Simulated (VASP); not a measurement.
# BC4 in VASP: notebook, part 3 of 3

VASP 6.6.1. The steps go on from the part before.

## (4) Single point, PBE, collinear spin

The input, INCAR:

```
SYSTEM = BC4
  PREC = Accurate
  ENCUT = 520
  EDIFF = 1E-6
  ISMEAR = 0
  SIGMA = 0.1
  LREAL = .False.
  LASPH = .True.
  NELM = 150
  ALGO = Normal
  ISIF = 2
  LWAVE = .False.
  LCHARG = .False.
  ISPIN = 2
  MAGMOM = 0 1 1 1 1
  LORBIT = 11
  LDIPOL = .True.
  IDIPOL = 3
  DIPOL = 0.5 0.5 0.304
  GGA = PE
  NBANDS = 22
```

The input, KPOINTS:

```
regular mesh
0
Gamma
  6 4 1
  0 0 0
```

The input, POSCAR:

```
BC4
1.0
    2.8975320543      0.0000000000      0.0000000000
    0.0000000000      4.3407005323      0.0000000000
    0.0000000000      0.0000000000     26.2844102400
B C
1 4
Direct
    0.0000000000      0.5000000000      0.3043629257
    0.7518030940      0.0000000000      0.3331168992
    0.2481969060      0.0000000000      0.3331168992
    0.2481969060      0.0000000000      0.2756089521
    0.7518030940      0.0000000000      0.2756089521
```

Potentials or basis: VASP PAW PBE potentials, release 64 (B, C).

Run with:

```bash
$ cat potpaw_PBE.64/B/POTCAR potpaw_PBE.64/C/POTCAR > POTCAR
$ mpirun -np 1 vasp_std > vasp.out
```

OUTCAR:

```text
SYSTEM = BC4
   PREC = Accurate
   ENCUT = 520
   EDIFF = 1E-6
   ISMEAR = 0
   LREAL = .False.
   LASPH = .True.
   NELM = 150
   ISIF = 2
   ISPIN = 2
   LORBIT = 11
   GGA = PE

 ion  position               nearest neighbor table
   1  0.000  0.500  0.304-
   2  0.752  0.000  0.333-   3 1.44   3 1.46   5 1.51
   3  0.248  0.000  0.333-   2 1.44   2 1.46   4 1.51
   4  0.248  0.000  0.276-   5 1.44   5 1.46   3 1.51
   5  0.752  0.000  0.276-   4 1.44   4 1.46   2 1.51

  LATTYP: Found a simple orthorhombic cell.
 ALAT       =     2.8975320543
 B/A-ratio  =     1.4980681666
 C/A-ratio  =     9.0713095653

  Lattice vectors:

 A1 = (   2.8975320543,   0.0000000000,   0.0000000000)
 A2 = (   0.0000000000,   4.3407005323,   0.0000000000)
 A3 = (   0.0000000000,   0.0000000000,  26.2844102400)

Analysis of symmetry for initial positions (statically):
=====================================================================
 Subroutine PRICEL returns:
 Original cell was already a primitive cell.

 Routine SETGRP: Setting up the symmetry group for a
 simple orthorhombic supercell.

 Subroutine GETGRP returns: Found  8 space group operations
 (whereof  4 operations were pure point group operations)
 out of a pool of  8 trial point group operations.

The static configuration has the point symmetry C_2v.
 The point group associated with its full space group is D_2h.

Analysis of symmetry for dynamics (positions and initial velocities):
=====================================================================
 Subroutine PRICEL returns:
 Original cell was already a primitive cell.

 Routine SETGRP: Setting up the symmetry group for a
 simple orthorhombic supercell.

 Subroutine GETGRP returns: Found  8 space group operations
 (whereof  4 operations were pure point group operations)
 out of a pool of  8 trial point group operations.

The dynamic configuration has the point symmetry C_2v.
 The point group associated with its full space group is D_2h.

Analysis of structural, dynamic, and magnetic symmetry:
=====================================================================
 Subroutine PRICEL returns:
 Original cell was already a primitive cell.

 Routine SETGRP: Setting up the symmetry group for a
 simple orthorhombic supercell.

 Subroutine GETGRP returns: Found  8 space group operations
 (whereof  4 operations were pure point group operations)
 out of a pool of  8 trial point group operations.

The overall configuration has the point symmetry C_2v.
 The point group associated with its full space group is D_2h.

 Subroutine INISYM returns: Found  8 space group operations
 (whereof  4 operations are pure point group operations),
 and found     1 'primitive' translations

----------------------------------------------------------------------------------------

                                     Primitive cell

  volume of cell :     330.5874

  direct lattice vectors                    reciprocal lattice vectors
     2.897532054  0.000000000  0.000000000     0.345121290  0.000000000  0.000000000
     0.000000000  4.340700532  0.000000000     0.000000000  0.230377561  0.000000000
     0.000000000  0.000000000 26.284410240     0.000000000  0.000000000  0.038045366
[... 85 lines left out ...]
   POTIM  = 0.5000    time-step for ionic-motion
   TEBEG  =    0.0;   TEEND  =   0.0 temperature during run
   PSTRESS=    0.0 pullay stress
   NELECT =      19.0000    total number of electrons
   NUPDOWN=      -1.0000    fix difference up-down
   EMIN   =  10.00;   EMAX   =-10.00  energy-range for DOS
   EFERMI =   0.00;   METHOD = LEGACY
   ISMEAR =     0;   SIGMA  =   0.10  broadening in eV -4-tet -1-fermi 0-gaus
   EFERMI_NEDOS =   21; number of points for ismear=-14 and -15
   IALGO  =     38    algorithm
   IMIX   =      4    mixing-type and parameters
     AMIX     =   0.40;   BMIX     =  1.00
     AMIX_MAG =   1.60;   BMIX_MAG =  1.00
  volume/ion in A,a.u.               =      66.12       446.18
  Fermi-wavevector in a.u.,A,eV,Ry     =   0.631777  1.193886  5.430662  0.399142
  Thomas-Fermi vector in A             =   1.694868
   LORBIT       =     11    0 simple, 1 ext, 2 COOP (PROOUT), +10 PAW based schemes
   GGA     = PE    functional components
   LHFCALC =     F    Hartree Fock is set to
   AEXX    =    0.0000 exact exchange contribution
   IVDW    =     0    specifies the selected vdW correction
   LEPSILON=     F    determine dielectric tensor
   LRPA    =     F    only Hartree local field effects (RPA)
 spin polarized calculation
 Gauss-broadening in eV      SIGMA  =   0.10
  energy-cutoff  :      520.00
  volume of cell :      330.59
 maximum number of plane-waves:      8950
 NGX is ok and might be reduce to    24
   NGX = 11   NGY = 17   NGZ = 97

 dipolmoment           0.000000      0.000000     -0.000001 electrons x Angstroem

 number of electron      19.0000001 magnetization       0.0398428

 dipolmoment           0.000000      0.000000      0.000001 electrons x Angstroem

 Free energy of the ion-electron system (eV)
  ---------------------------------------------------
  ext. energy  EPLUGINS =         0.00000000
  ---------------------------------------------------
  free energy    TOTEN  =       -32.15126914 eV

  energy without entropy =      -32.14431786  energy(sigma->0) =      -32.14779350

 E-fermi :  -2.3869     XC(G=0):  -1.9084

 val. band max:       -2.7446830406   @ k =   0.3333   0.5000   0.0000
 cond. band min:      -2.3648535409   @ k =   0.3333   0.0000   0.0000
 fundamental gap:      0.3798294997
 Fermi energy:        -2.3868662158

 spin component 1

 k-point     1 :       0.0000    0.0000    0.0000
  band No.  band energies     occupation
      1     -23.4904      1.00000
      2     -16.2425      1.00000
      3     -14.0296      1.00000
      4     -11.5018      1.00000
      5     -10.6431      1.00000
      6      -9.6289      1.00000
[... 277 lines left out ...]
     20       6.7473      0.00000
     21       6.9063      0.00000
 Fermi energy:        -2.3868662158

 spin component 2

 k-point     1 :       0.0000    0.0000    0.0000
  band No.  band energies     occupation
      1     -23.4867      1.00000
      2     -16.2399      1.00000
      3     -14.0277      1.00000
      4     -11.4936      1.00000
      5     -10.6408      1.00000
      6      -9.6275      1.00000
[... 277 lines left out ...]
     20       6.7566      0.00000
     21       6.9182      0.00000
 [bands above 21 left out]

------------------------ aborting loop because EDIFF is reached ----------------------------------------

 vacuum level on the upper side and lower side of the slab       (xc-potential included)         0.000         0.000

  FORCE on cell =-STRESS in cart. coord.  units (eV):
  Direction    XX          YY          ZZ          XY          YZ          ZX
  --------------------------------------------------------------------------------------
  -------------------------------------------------------------------------------------
  Total        0.1137641     -0.0241573      0.1837638      0.0000000      0.0000000      0.0000000
  in kB        0.5513529     -0.1170771      0.8906032      0.0000000      0.0000000      0.0000000
  external PRESSURE =       0.4416263 kB  Pullay stress =       0.0000000 kB

 VOLUME and BASIS-vectors are now :
 -----------------------------------------------------------------------------
  energy-cutoff  :      520.00
  volume of cell :      330.59
      direct lattice vectors                 reciprocal lattice vectors
     2.897532054  0.000000000  0.000000000     0.345121290  0.000000000  0.000000000
     0.000000000  4.340700532  0.000000000     0.000000000  0.230377561  0.000000000
     0.000000000  0.000000000 26.284410240     0.000000000  0.000000000  0.038045366

 POSITION                                       TOTAL-FORCE (eV/Angst)
 -----------------------------------------------------------------------------------
      0.00000      2.17035      8.00000        -0.000000      0.000000      0.000000
      2.17837      0.00000      8.75578        -0.007731     -0.000000      0.071677
      0.71916      0.00000      8.75578         0.007731      0.000000      0.071677
      0.71916      0.00000      7.24422         0.007731      0.000000     -0.071677
      2.17837      0.00000      7.24422        -0.007731     -0.000000     -0.071677
 -----------------------------------------------------------------------------------
    total drift:                                0.000000      0.000000      0.000004

  FREE ENERGIE OF THE ION-ELECTRON SYSTEM (eV)
  ---------------------------------------------------
  free  energy   TOTEN  =       -32.1512691438 eV

  energy  without entropy=      -32.1443178644  energy(sigma->0) =      -32.14779350

 vacuum level on the upper side and lower side of the slab         1.230         1.230

 total charge

# of ion       s       p       d       tot
------------------------------------------
    1        0.941   0.439   0.000   1.380
    2        0.862   1.642   0.000   2.504
    3        0.862   1.642   0.000   2.504
    4        0.862   1.642   0.000   2.504
    5        0.862   1.642   0.000   2.504
--------------------------------------------------
tot          4.389   7.008   0.000  11.397

 magnetization (x)

# of ion       s       p       d       tot
------------------------------------------
    1        0.002   0.013   0.000   0.015
    2        0.000   0.001   0.000   0.001
    3        0.000   0.001   0.000   0.001
    4        0.000   0.001   0.000   0.001
    5        0.000   0.001   0.000   0.001
--------------------------------------------------
tot          0.002   0.017   0.000   0.019
```

Wall time 3.6 min (1 thread of Intel Xeon Platinum 8488C (Sapphire Rapids), shared host); peak memory 0.56 GiB.

What came out:

* Free energy: -32.1513 eV
* Largest force: 0.072 eV/Å
* Net moment: 0.04 μB per cell
* Valence electrons inside the program's atomic spheres: B 1.38; C 2.50

Forces on the atoms (eV/Å):
```
B    0.000  0.000  0.000
C   -0.008  0.000  0.072
C    0.008  0.000  0.072
C    0.008  0.000 -0.072
C   -0.008  0.000 -0.072
```

Levels at points of the mesh, in eV from the Fermi level:
Spin up:
```csv
k point,band 7,band 8,band 9,band 10,band 11,band 12
"(0.00, 0.00, 0.00)",-5.78,-4.79,-3.25,0.24,2.53,3.28
"(0.50, 0.00, 0.00)",-4.53,-4.17,-3.61,-1.33,0.43,0.94
"(0.00, 0.50, 0.00)",-4.68,-4.51,-1.99,1.20,1.87,2.69
"(0.50, 0.50, 0.00)",-4.71,-4.50,-1.45,0.42,0.92,1.66
```
Spin down:
| k point | band 5 | band 6 | band 7 | band 8 | band 9 | band 10 | band 11 | band 12 | band 13 | band 14 |
| --- | --- | --- | --- | --- | --- | --- | --- | --- | --- | --- |
| (0.00, 0.00, 0.00) | -8.25 | -7.24 | -5.73 | -4.79 | -3.24 | 0.25 | 2.54 | 3.31 | 3.64 | 3.66 |
| (0.50, 0.00, 0.00) | -5.83 | -4.77 | -4.53 | -4.16 | -3.58 | -1.25 | 0.43 | 0.95 | 1.68 | 5.34 |
| (0.00, 0.50, 0.00) | -8.15 | -7.23 | -4.67 | -4.50 | -1.95 | 1.21 | 1.91 | 2.70 | 3.33 | 3.70 |
| (0.50, 0.50, 0.00) | -7.37 | -5.56 | -4.71 | -4.50 | -1.44 | 0.43 | 0.95 | 1.73 | 2.14 | 4.75 |

Caveat: the k points lie up to 0.36 Å⁻¹ apart.

## (5) The runs side by side

```csv
potentials or basis,spin,cell,cutoff (eV),gap on the mesh (eV),moment (μB),largest force (eV/Å)
"VASP PAW PBE potentials, release 64 (B_h, C_h)",off,"a = 2.898, b = 4.341, c = 26.284 Å, 5 atoms, atomic positions A",910,none,-,0.02
"VASP PAW PBE potentials, release 64 (B, C)",collinear,"a = 3.515, b = 4.649, c = 16.000 Å, 5 atoms, atomic positions B",520,none,0.00,18.25
"VASP PAW PBE potentials, release 64 (B, C)",collinear,"a = 2.898, b = 4.341, c = 26.284 Å, 5 atoms, atomic positions A",520,none,0.04,0.07
```

Alike in all rows: task single point; level PBE; k mesh 6 × 4 × 1; smearing gaussian 0.1 eV.

Caveats: some runs use coarse meshes; the cutoff is under 1.25 times the usual one of these potentials, so pressure, stress and relaxed cells hold a basis-set (Pulay) error (at least some runs).

Total energies depend on the potentials used, so only differences within one code and one set of settings carry meaning.
